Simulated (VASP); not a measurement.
# Pb (Fm-3m) in VASP: single point with PBE

Aim: the single point of Pb with PBE.

All numbers are computed with VASP 6.6.1; they aren't measurements. Logs are shortened: lines on timing, memory, paths and dates and some standing lists are left out, and cuts for length are marked.

### 1 The cell of the first run

The structure is cubic, space group Fm-3m (No. 225). The conventional cell has a = 5.041 Å, b = 5.041 Å, c = 5.041 Å, α = 90.00°, β = 90.00°, γ = 90.00°. Pb (site symmetry m-3m) has 12 Pb at 3.56 Å within 4.7 Å.

### 2 Single point, PBE

INCAR reads:

```
SYSTEM = Pb
ALGO = Normal
EDIFF = 1E-7
ENCUT = 520
GGA = PE
ISIF = 2
ISMEAR = -1
LASPH = .TRUE.
LCHARG = .TRUE.
LELF = .TRUE.
LREAL = .FALSE.
LVHAR = .TRUE.
LWAVE = .FALSE.
NBANDS = 13
NELM = 60
PREC = Accurate
SIGMA = 0.13605693000000002
```

KPOINTS reads:

```
k-points
0
G
  11 11 11
  0 0 0
```

POSCAR reads:

```
Pb
1.0
    0.0000000000      2.5204456674      2.5204456674
    2.5204456674      0.0000000000      2.5204456674
    2.5204456674      2.5204456674      0.0000000000
Pb
1
Direct
    0.0000000000      0.0000000000      0.0000000000
```

Potentials or basis: VASP PAW PBE potentials, release 64 (Pb_d).

The run is started by

```bash
$ cat potpaw_PBE.64/Pb_d/POTCAR > POTCAR
$ mpirun -np 1 vasp_std > vasp.out
```

OUTCAR:

```text
SYSTEM = Pb
   EDIFF = 1E-7
   ENCUT = 520
   GGA = PE
   ISIF = 2
   ISMEAR = -1
   LASPH = .TRUE.
   LREAL = .FALSE.
   NELM = 60
   PREC = Accurate

 ion  position               nearest neighbor table
   1  0.000  0.000  0.000-

  LATTYP: Found a face centered cubic cell.
 ALAT       =     5.0408913348

  Lattice vectors:

 A1 = (   0.0000000000,   2.5204456674,   2.5204456674)
 A2 = (   2.5204456674,   0.0000000000,   2.5204456674)
 A3 = (   2.5204456674,   2.5204456674,   0.0000000000)

Analysis of symmetry for initial positions (statically):
=====================================================================
 Subroutine PRICEL returns:
 Original cell was already a primitive cell.

 Routine SETGRP: Setting up the symmetry group for a
 face centered cubic supercell.

 Subroutine GETGRP returns: Found 48 space group operations
 (whereof 48 operations were pure point group operations)
 out of a pool of 48 trial point group operations.

The static configuration has the point symmetry O_h .

Analysis of symmetry for dynamics (positions and initial velocities):
=====================================================================
 Subroutine PRICEL returns:
 Original cell was already a primitive cell.

 Routine SETGRP: Setting up the symmetry group for a
 face centered cubic supercell.

 Subroutine GETGRP returns: Found 48 space group operations
 (whereof 48 operations were pure point group operations)
 out of a pool of 48 trial point group operations.

The dynamic configuration has the point symmetry O_h .

 Subroutine INISYM returns: Found 48 space group operations
 (whereof 48 operations are pure point group operations),
 and found     1 'primitive' translations

----------------------------------------------------------------------------------------

                                     Primitive cell

  volume of cell :      32.0230

  direct lattice vectors                    reciprocal lattice vectors
     0.000000000  2.520445667  2.520445667    -0.198377615  0.198377615  0.198377615
     2.520445667  0.000000000  2.520445667     0.198377615 -0.198377615  0.198377615
     2.520445667  2.520445667  0.000000000     0.198377615  0.198377615 -0.198377615

  length of vectors
     3.564448446  3.564448446  3.564448446     0.343600108  0.343600108  0.343600108

  position of ions in fractional coordinates (direct lattice)
     0.000000000  0.000000000  0.000000000

  ion indices of the primitive-cell ions
   primitive index   ion index
                 1           1

[... 76 lines left out ...]
   NFREE  =      0    steps in history (QN), initial steepest desc. (CG)
   ISIF   =      2    stress and relaxation
   ISYM   =      2    0-nonsym 1-usesym 2-fastsym
   POTIM  = 0.5000    time-step for ionic-motion
   TEBEG  =    0.0;   TEEND  =   0.0 temperature during run
   PSTRESS=    0.0 pullay stress
   NELECT =      14.0000    total number of electrons
   NUPDOWN=      -1.0000    fix difference up-down
   EMIN   =  10.00;   EMAX   =-10.00  energy-range for DOS
   EFERMI =   0.00;   METHOD = LEGACY
   ISMEAR =    -1;   SIGMA  =   0.14  broadening in eV -4-tet -1-fermi 0-gaus
   EFERMI_NEDOS =   21; number of points for ismear=-14 and -15
   IALGO  =     38    algorithm
   IMIX   =      4    mixing-type and parameters
     AMIX     =   0.40;   BMIX     =  1.00
     AMIX_MAG =   1.60;   BMIX_MAG =  1.00
  volume/ion in A,a.u.               =      32.02       216.10
  Fermi-wavevector in a.u.,A,eV,Ry     =   1.242501  2.347987 21.004802  1.543809
  Thomas-Fermi vector in A             =   2.376853
   LORBIT       =      0    0 simple, 1 ext, 2 COOP (PROOUT), +10 PAW based schemes
   GGA     = PE    functional components
   LHFCALC =     F    Hartree Fock is set to
   AEXX    =    0.0000 exact exchange contribution
   IVDW    =     0    specifies the selected vdW correction
   LEPSILON=     F    determine dielectric tensor
   LRPA    =     F    only Hartree local field effects (RPA)
 non-spin polarized calculation
  energy-cutoff  :      520.00
  volume of cell :       32.02
 maximum number of plane-waves:       889
   NGX = 13   NGY = 13   NGZ = 13

 number of electron      14.0000003 magnetization

 Free energy of the ion-electron system (eV)
  ---------------------------------------------------
  ext. energy  EPLUGINS =         0.00000000
  ---------------------------------------------------
  free energy    TOTEN  =        -3.57975513 eV

  energy without entropy =       -3.54816442  energy(sigma->0) =       -3.56395977

 E-fermi :   6.7174     XC(G=0):  -9.9259

 val. band max:        6.6400154613   @ k =   0.3636   0.2727   0.0000
 cond. band min:       6.7347471205   @ k =   0.2727   0.0000   0.0000
 fundamental gap:      0.0947316593
 Fermi energy:         6.7173933367

 k-point     1 :       0.0000    0.0000    0.0000
  band No.  band energies     occupation
      1     -10.3529      2.00000
      2     -10.3529      2.00000
      3     -10.3529      2.00000
      4     -10.2351      2.00000
      5     -10.2351      2.00000
      6      -4.7106      2.00000
      7      13.6790      0.00000
      8      13.6790      0.00000
      9      13.6790      0.00000
     10      16.4099      0.00000
     11      17.3370      0.00000
     12      18.7769      0.00000
     13      18.7769      0.00000
[... 354 lines left out ...]
  band No.  band energies     occupation
      1     -10.3454      2.00000
      2     -10.3236      2.00000
      3     -10.2717      2.00000
      4     -10.2588      2.00000
      5     -10.1735      2.00000
      6      -3.1386      2.00000
      7       7.3737      0.01595
      8       9.0958      0.00000
      9      13.0952      0.00000
     10      16.2006      0.00000
     11      17.5503      0.00000
     12      18.7246      0.00000
     13      19.1118      0.00000

 [... further k-points ...]
[... 5 lines left out ...]
  --------------------------------------------------------------------------------------
  -------------------------------------------------------------------------------------
  Total       -0.0248321     -0.0248321     -0.0248321     -0.0000000      0.0000000      0.0000000
  in kB       -1.2424033     -1.2424033     -1.2424033     -0.0000000      0.0000000      0.0000000
  external PRESSURE =      -1.2424033 kB  Pullay stress =       0.0000000 kB

 VOLUME and BASIS-vectors are now :
 -----------------------------------------------------------------------------
  energy-cutoff  :      520.00
  volume of cell :       32.02
      direct lattice vectors                 reciprocal lattice vectors
     0.000000000  2.520445667  2.520445667    -0.198377615  0.198377615  0.198377615
     2.520445667  0.000000000  2.520445667     0.198377615 -0.198377615  0.198377615
     2.520445667  2.520445667  0.000000000     0.198377615  0.198377615 -0.198377615

 POSITION                                       TOTAL-FORCE (eV/Angst)
 -----------------------------------------------------------------------------------
      0.00000      0.00000      0.00000        -0.000000      0.000000     -0.000000
 -----------------------------------------------------------------------------------
    total drift:                               -0.000000     -0.000000     -0.000000

  FREE ENERGIE OF THE ION-ELECTRON SYSTEM (eV)
  ---------------------------------------------------
  free  energy   TOTEN  =        -3.5797551298 eV

  energy  without entropy=       -3.5481644186  energy(sigma->0) =       -3.56395977
```

OSZICAR:

```text
N       E                     dE             d eps       ncg     rms          rms(c)
DAV:   1     0.108543434988E+03    0.10854E+03   -0.72494E+03  1481   0.125E+03
DAV:   2     0.179543963385E+01   -0.10675E+03   -0.10338E+03  1526   0.308E+02
DAV:   3    -0.345811345292E+01   -0.52536E+01   -0.52338E+01  1847   0.743E+01
DAV:   4    -0.358409565300E+01   -0.12598E+00   -0.12596E+00  1777   0.123E+01
DAV:   5    -0.358954525058E+01   -0.54496E-02   -0.54491E-02  2064   0.234E+00    0.483E-01
DAV:   6    -0.358144722968E+01    0.80980E-02   -0.12175E-02  1847   0.190E+00    0.247E-01
DAV:   7    -0.357975077779E+01    0.16965E-02   -0.53432E-03  1891   0.116E+00    0.908E-02
DAV:   8    -0.357975659623E+01   -0.58184E-05   -0.40489E-04  1829   0.317E-01    0.992E-03
DAV:   9    -0.357975560878E+01    0.98745E-06   -0.94032E-06  2194   0.483E-02    0.451E-03
DAV:  10    -0.357975508031E+01    0.52847E-06   -0.90436E-07  1736   0.971E-03    0.327E-04
DAV:  11    -0.357975512984E+01   -0.49527E-07   -0.28147E-08  1213   0.253E-03
   1 F= -.35797551E+01 E0= -.35639598E+01  d E =-.315907E-01
```

It took 46 s on 1 thread of AMD EPYC 7R13, shared host; peak memory 0.14 GiB.

Results:

* Free energy: -3.5798 eV
* Pressure: -0.1 GPa
* Band gap on the k mesh: zero (band 7 reaches 13.68 eV, above the bottom of band 8 at 5.34 eV)

Caveat: spin-orbit coupling is left out, which moves the levels of the heavy elements.
